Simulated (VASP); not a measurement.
# HfB (Fm-3m) in VASP: a series of runs

Runs on HfB. Level: PBE. Tasks: single point.

Program: VASP 6.6.1. These are calculated values, not measurements. Logs are shortened: lines on timing, memory, paths and dates and some standing lists are left out, and cuts for length are marked.

### Step 1. The cell of the first run

It takes space group Fm-3m (No. 225, cubic). Conventional cell: a = 4.526 Å, b = 4.526 Å, c = 4.526 Å, α = 90.00°, β = 90.00°, γ = 90.00°. Hf (site symmetry m-3m) has 6 B at 2.26 Å within 3.0 Å. Within 3.0 Å of B (site symmetry m-3m) lie 6 Hf at 2.26 Å.

### Step 2. Single point, PBE

INCAR reads:

```
SYSTEM = HfB
PREC     = Accurate       ! precision mode
ENCUT    = 520            ! plane-wave cutoff, eV
EDIFF    = 1E-7           ! SCF threshold, eV
ISMEAR   = -1             ! smearing method
SIGMA    = 0.1            ! smearing width, eV
LREAL    = .FALSE.        ! projectors in reciprocal space
LASPH    = .TRUE.         ! aspherical terms in the spheres
NELM     = 100            ! most SCF steps
ALGO     = Normal         ! electronic algorithm
ISIF     = 2              ! what is computed and relaxed
LWAVE    = .FALSE.        ! write WAVECAR
LCHARG   = .FALSE.        ! write CHGCAR
GGA      = PE             ! functional
NBANDS   = 14             ! bands
```

KPOINTS reads:

```
Automatic mesh
0
G
  21 21 21
  0 0 0
```

POSCAR reads:

```
HfB
1.0
    0.0000000000      2.2628439111      2.2628439111
    2.2628439111      0.0000000000      2.2628439111
    2.2628439111      2.2628439111      0.0000000000
Hf B
1 1
Direct
    0.5000000000      0.5000000000      0.5000000000
    0.0000000000      0.0000000000      0.0000000000
```

Potentials or basis: VASP PAW PBE potentials, release 64 (Hf_pv, B).

Started as:

```console
> cat potpaw_PBE.64/Hf_pv/POTCAR potpaw_PBE.64/B/POTCAR > POTCAR
> mpirun -np 1 vasp_std > vasp.out
```

OUTCAR:

```text
SYSTEM = HfB
   PREC = Accurate
   ENCUT = 520
   EDIFF = 1E-7
   ISMEAR = -1
   LREAL = .FALSE.
   LASPH = .TRUE.
   NELM = 100
   ISIF = 2
   GGA = PE

 ion  position               nearest neighbor table
   1  0.500  0.500  0.500-   2 2.26   2 2.26   2 2.26   2 2.26   2 2.26   2 2.26
   2  0.000  0.000  0.000-   1 2.26   1 2.26   1 2.26   1 2.26   1 2.26   1 2.26

  LATTYP: Found a face centered cubic cell.
 ALAT       =     4.5256878222

  Lattice vectors:

 A1 = (   0.0000000000,   2.2628439111,   2.2628439111)
 A2 = (   2.2628439111,   0.0000000000,   2.2628439111)
 A3 = (   2.2628439111,   2.2628439111,   0.0000000000)

Analysis of symmetry for initial positions (statically):
[... 5 lines left out ...]
 face centered cubic supercell.

 Subroutine GETGRP returns: Found 48 space group operations
 (whereof 48 operations were pure point group operations)
 out of a pool of 48 trial point group operations.

The static configuration has the point symmetry O_h .

Analysis of symmetry for dynamics (positions and initial velocities):
[... 5 lines left out ...]
 face centered cubic supercell.

 Subroutine GETGRP returns: Found 48 space group operations
 (whereof 48 operations were pure point group operations)
 out of a pool of 48 trial point group operations.

The dynamic configuration has the point symmetry O_h .

 Subroutine INISYM returns: Found 48 space group operations
 (whereof 48 operations are pure point group operations),
 and found     1 'primitive' translations

----------------------------------------------------------------------------------------

                                     Primitive cell

  volume of cell :      23.1736

  direct lattice vectors                    reciprocal lattice vectors
     0.000000000  2.262843911  2.262843911    -0.220960888  0.220960888  0.220960888
     2.262843911  0.000000000  2.262843911     0.220960888 -0.220960888  0.220960888
     2.262843911  2.262843911  0.000000000     0.220960888  0.220960888 -0.220960888

  length of vectors
     3.200144549  3.200144549  3.200144549     0.382715484  0.382715484  0.382715484

  position of ions in fractional coordinates (direct lattice)
     0.500000000  0.500000000  0.500000000
     0.000000000  0.000000000  0.000000000

  ion indices of the primitive-cell ions
   primitive index   ion index
                 1           1
                 2           2

----------------------------------------------------------------------------------------

 KPOINTS: Automatic mesh

Automatic generation of k-mesh.
 Grid dimensions read from file:
 generate k-points for:   21   21   21

 Generating k-lattice:

  Cartesian coordinates                     Fractional coordinates (reciprocal lattice)
    -0.010521947  0.010521947  0.010521947     0.047619048  0.000000000  0.000000000
     0.010521947 -0.010521947  0.010521947     0.000000000  0.047619048  0.000000000
     0.010521947  0.010521947 -0.010521947     0.000000000  0.000000000  0.047619048

  Length of vectors
     0.018224547  0.018224547  0.018224547

  Shift w.r.t. Gamma in fractional coordinates (k-lattice)
     0.000000000  0.000000000  0.000000000

 Subroutine IBZKPT returns following result:
 ===========================================

 Found    286 irreducible k-points:

 Following reciprocal coordinates:
            Coordinates               Weight
  0.000000  0.000000  0.000000      1.000000
  0.047619  0.000000  0.000000      8.000000
  0.095238  0.000000  0.000000      8.000000
  0.142857  0.000000  0.000000      8.000000
  0.190476  0.000000  0.000000      8.000000
  0.238095  0.000000  0.000000      8.000000
[... 16 lines left out ...]
 -0.428571  0.047619  0.000000     24.000000
 -0.380952  0.047619  0.000000     24.000000
 [... further k-points ...]
   k-points           NKPTS =    286   k-points in BZ     NKDIM =    286   number of bands    NBANDS=     14
   number of dos      NEDOS =    301   number of ions     NIONS =      2
   total plane-waves  NPLWV =  13824
   dimension x,y,z NGX =    24 NGY =   24 NGZ =   24
   dimension x,y,z NGXF=    48 NGYF=   48 NGZF=   48
   ions per type =               1   1
   NGX,Y,Z   is equivalent  to a cutoff of  12.47, 12.47, 12.47 a.u.
   NGXF,Y,Z  is equivalent  to a cutoff of  24.94, 24.94, 24.94 a.u.
 SYSTEM =  HfB
   PREC   = accura    normal or accurate (medium, high low for compatibility)
   ISTART =      0    job   : 0-new  1-cont  2-samecut
   ICHARG =      2    charge: 1-file 2-atom 10-const
   ISPIN  =      1    spin polarized calculation?
   LNONCOLLINEAR =      F non collinear calculations
   LSORBIT =      F    spin-orbit coupling
   LASPH  =      T    aspherical Exc in radial PAW
   ENCUT  =  520.0 eV  38.22 Ry    6.18 a.u.   5.95  5.95  5.95*2*pi/ulx,y,z
   NELM   =    100;   NELMIN=  2; NELMDL= -5     # of ELM steps
   EDIFF  = 0.1E-06   stopping-criterion for ELM
   LREAL  =      F    real-space projection
   EDIFFG = 0.1E-05   stopping-criterion for IOM
   NSW    =      0    number of steps for IOM
   IBRION =     -1    ionic relax: 0-MD 1-quasi-New 2-CG
   NFREE  =      0    steps in history (QN), initial steepest desc. (CG)
   ISIF   =      2    stress and relaxation
   ISYM   =      2    0-nonsym 1-usesym 2-fastsym
   POTIM  = 0.5000    time-step for ionic-motion
   TEBEG  =    0.0;   TEEND  =   0.0 temperature during run
   PSTRESS=    0.0 pullay stress
   NELECT =      13.0000    total number of electrons
   NUPDOWN=      -1.0000    fix difference up-down
   EMIN   =  10.00;   EMAX   =-10.00  energy-range for DOS
   EFERMI =   0.00;   METHOD = LEGACY
   ISMEAR =    -1;   SIGMA  =   0.10  broadening in eV -4-tet -1-fermi 0-gaus
   EFERMI_NEDOS =   21; number of points for ismear=-14 and -15
   IALGO  =     38    algorithm
   IMIX   =      4    mixing-type and parameters
     AMIX     =   0.40;   BMIX     =  1.00
     AMIX_MAG =   1.60;   BMIX_MAG =  1.00
  volume/ion in A,a.u.               =      11.59        78.19
  Fermi-wavevector in a.u.,A,eV,Ry     =   1.350179  2.551468 24.803194  1.822983
  Thomas-Fermi vector in A             =   2.477705
   LORBIT       =      0    0 simple, 1 ext, 2 COOP (PROOUT), +10 PAW based schemes
   GGA     = PE    functional components
   LHFCALC =     F    Hartree Fock is set to
   AEXX    =    0.0000 exact exchange contribution
   IVDW    =     0    specifies the selected vdW correction
   LEPSILON=     F    determine dielectric tensor
   LRPA    =     F    only Hartree local field effects (RPA)
 non-spin polarized calculation
  energy-cutoff  :      520.00
  volume of cell :       23.17
 maximum number of plane-waves:       637
   NGX = 11   NGY = 11   NGZ = 11

 number of electron      13.0000000 magnetization

 Free energy of the ion-electron system (eV)
  ---------------------------------------------------
  ext. energy  EPLUGINS =         0.00000000
  ---------------------------------------------------
  free energy    TOTEN  =       -16.79718610 eV

  energy without entropy =      -16.76669538  energy(sigma->0) =      -16.78194074

 E-fermi :   5.5488     XC(G=0): -12.6020

 val. band max:        5.5327103250   @ k =   0.2857   0.1905   0.0476
 cond. band min:       5.5492809157   @ k =   0.2857   0.1905   0.0952
 fundamental gap:      0.0165705907
 Fermi energy:         5.5488353444

 k-point     1 :       0.0000    0.0000    0.0000
  band No.  band energies     occupation
      1     -22.4338      2.00000
      2     -22.4338      2.00000
      3     -22.4338      2.00000
      4      -4.2295      2.00000
      5       7.7912      0.00000
      6       7.7912      0.00000
      7       7.7912      0.00000
      8       9.6775      0.00000
      9       9.6775      0.00000
     10       9.6775      0.00000
     11       9.9995      0.00000
     12       9.9995      0.00000
     13      17.4532      0.00000
     14      19.5161      0.00000

 k-point     2 :       0.0476    0.0000    0.0000
  band No.  band energies     occupation
      1     -22.4559      2.00000
      2     -22.4360      2.00000
      3     -22.4360      2.00000
      4      -4.1574      2.00000
      5       7.5244      0.00000
      6       7.7646      0.00000
      7       7.7646      0.00000
      8       8.9772      0.00000
      9       8.9772      0.00000
     10       9.8359      0.00000
     11      10.8688      0.00000
     12      10.8688      0.00000
     13      17.6388      0.00000
     14      19.5893      0.00000

 k-point     3 :       0.0952    0.0000    0.0000
  band No.  band energies     occupation
      1     -22.5197      2.00000
      2     -22.4422      2.00000
      3     -22.4422      2.00000
      4      -3.9448      2.00000
      5       6.9200      0.00000
      6       7.4739      0.00000
      7       7.4739      0.00000
      8       8.5866      0.00000
      9       8.5866      0.00000
     10      10.1357      0.00000
     11      11.9743      0.00000
     12      11.9743      0.00000
     13      18.1757      0.00000
     14      19.7895      0.00000
[... 324 lines left out ...]
 k-point    23 :      -0.4286    0.0476    0.0000
  band No.  band energies     occupation
      1     -23.3145      2.00000
      2     -22.5457      2.00000
      3     -22.5246      2.00000
      4       0.0482      2.00000
      5       1.9759      2.00000
      6       4.1096      2.00000
      7       4.1845      2.00000
      8      12.0576      0.00000
      9      12.2175      0.00000
     10      13.1283      0.00000
     11      15.3845      0.00000
     12      19.4050      0.00000
     13      20.8760      0.00000
     14      20.9610      0.00000

 k-point    24 :      -0.3810    0.0476    0.0000
  band No.  band energies     occupation
      1     -23.2551      2.00000
      2     -22.5425      2.00000
      3     -22.5141      2.00000
      4      -0.5072      2.00000
      5       2.5015      2.00000
      6       4.2480      2.00000
      7       4.3744      1.99998
      8      11.4577      0.00000
      9      11.7520      0.00000
     10      12.6243      0.00000
     11      16.4500      0.00000
     12      18.7112      0.00000
     13      20.2020      0.00000
     14      21.0964      0.00000

 [... further k-points ...]
[... 5 lines left out ...]
  --------------------------------------------------------------------------------------
  -------------------------------------------------------------------------------------
  Total        7.2703078      7.2703078      7.2703078      0.0000000     -0.0000000     -0.0000000
  in kB      502.6545189    502.6545189    502.6545189      0.0000000     -0.0000000     -0.0000000
  external PRESSURE =     502.6545189 kB  Pullay stress =       0.0000000 kB

 VOLUME and BASIS-vectors are now :
 -----------------------------------------------------------------------------
  energy-cutoff  :      520.00
  volume of cell :       23.17
      direct lattice vectors                 reciprocal lattice vectors
     0.000000000  2.262843911  2.262843911    -0.220960888  0.220960888  0.220960888
     2.262843911  0.000000000  2.262843911     0.220960888 -0.220960888  0.220960888
     2.262843911  2.262843911  0.000000000     0.220960888  0.220960888 -0.220960888

 POSITION                                       TOTAL-FORCE (eV/Angst)
 -----------------------------------------------------------------------------------
      2.26284      2.26284      2.26284        -0.000000     -0.000000     -0.000000
      0.00000      0.00000      0.00000         0.000000      0.000000      0.000000
 -----------------------------------------------------------------------------------
    total drift:                               -0.000000     -0.000000      0.000000

  FREE ENERGIE OF THE ION-ELECTRON SYSTEM (eV)
  ---------------------------------------------------
  free  energy   TOTEN  =       -16.7971860974 eV

  energy  without entropy=      -16.7666953762  energy(sigma->0) =      -16.78194074
```

It took 27 s on 1 thread of Intel Xeon 6975P-C (Granite Rapids), shared host; peak memory 0.21 GiB.

Results:

```
Free energy : -16.7972 eV
Pressure    : 50.3 GPa
```

Caveat: spin-orbit coupling is left out, which moves the levels of the heavy elements.

### Step 3. Single point, PBE

This run uses another cell than the first one, of 11.96 Å³/atom, 1.032 times its volume.

INCAR reads:

```
PREC = Accurate
ENCUT = 520
EDIFF = 1E-7
ISMEAR = -1
SIGMA = 0.1
LREAL = F
LASPH = T
NELM = 80
ALGO = Normal
ISIF = 2
LWAVE = F
LCHARG = F
GGA = PE
NBANDS = 14
```

KPOINTS reads:

```
Automatic mesh
0
Gamma
  21 21 21
```

POSCAR reads:

```
HfB
1.0
    0.0000000000      2.2866650713      2.2866650713
    2.2866650713      0.0000000000      2.2866650713
    2.2866650713      2.2866650713      0.0000000000
Hf B
1 1
Direct
    0.5000000000      0.5000000000      0.5000000000
    0.0000000000      0.0000000000      0.0000000000
```

Potentials or basis: VASP PAW PBE potentials, release 64 (Hf_pv, B).

Started as:

```console
> cat potpaw_PBE.64/Hf_pv/POTCAR potpaw_PBE.64/B/POTCAR > POTCAR
> mpirun -np 1 vasp_std > vasp.out
```

Run time: 23 s. Hardware: 1 thread of Intel Xeon 6975P-C (Granite Rapids), shared host; peak memory 0.22 GiB.

Results (log left out):

| Property | Result |
| --- | --- |
| Free energy | -17.0049 eV |
| Pressure | 39.9 GPa |

Levels at points of the mesh, in eV from the Fermi level:
| k point | band 5 | band 6 | band 7 | band 8 | band 9 | band 10 |
| --- | --- | --- | --- | --- | --- | --- |
| (0.00, 0.00, 0.00) | 2.21 | 2.21 | 2.21 | 4.03 | 4.03 | 4.03 |

Caveat: spin-orbit coupling is left out, which moves the levels of the heavy elements.

### Step 4. Single point, PBE

This run uses another cell than the first one, of 12.33 Å³/atom, 1.064 times its volume.

INCAR reads:

```
  PREC = Accurate
  ENCUT = 520
  EDIFF = 1E-6
  ISMEAR = -1
  SIGMA = 0.1
  LREAL = F
  LASPH = T
  NELM = 100
  ALGO = Normal
  ISIF = 2
  LWAVE = F
  LCHARG = T
  GGA = PE
  LELF = T
  LVHAR = T
  NBANDS = 14
```

KPOINTS reads:

```
regular mesh
0
Gamma
  21 21 21
```

POSCAR reads:

```
HfB
1.0
    0.0000000000      2.3100000000      2.3100000000
    2.3100000000      0.0000000000      2.3100000000
    2.3100000000      2.3100000000      0.0000000000
Hf B
1 1
Direct
    0.5000000000      0.5000000000      0.5000000000
    0.0000000000      0.0000000000      0.0000000000
```

Started as:

```console
> cat potpaw_PBE.64/Hf_pv/POTCAR potpaw_PBE.64/B/POTCAR > POTCAR
> mpirun -np 1 vasp_std > vasp.out
```

Run time: 22 s. Hardware: 1 thread of Intel Xeon 6975P-C (Granite Rapids), shared host; peak memory 0.22 GiB.

Results (log left out):

```yaml
Free_energy: -17.1677 eV
Pressure: 30.8 GPa
```

Levels at points of the mesh, in eV from the Fermi level:
```
           k point  band 5  band 6  band 7  band 8  band 9  band 10
(0.00, 0.00, 0.00)    2.18    2.18    2.18    3.94    3.94     3.94
```

Caveat: spin-orbit coupling is left out, which moves the levels of the heavy elements.

### Step 5. Overview

```tsv
cell	gap on the mesh (eV)	pressure (GPa)
a = 3.200 Å, angles 60.0°, 2 atoms	none	50.3
a = 3.234 Å, angles 60.0°, 2 atoms	none	39.9
a = 3.267 Å, angles 60.0°, 2 atoms	none	30.8
```

Alike in all rows: task single point; level PBE; potentials or basis VASP PAW PBE potentials, release 64 (Hf_pv, B); no spin polarisation; k mesh 21 × 21 × 21; cutoff (eV) 520; smearing fermi-dirac 0.1 eV.

Caveats: spin-orbit coupling is left out, which moves the levels of the heavy elements.

Total energies depend on the potentials used, so only differences within one code and one set of settings carry meaning.
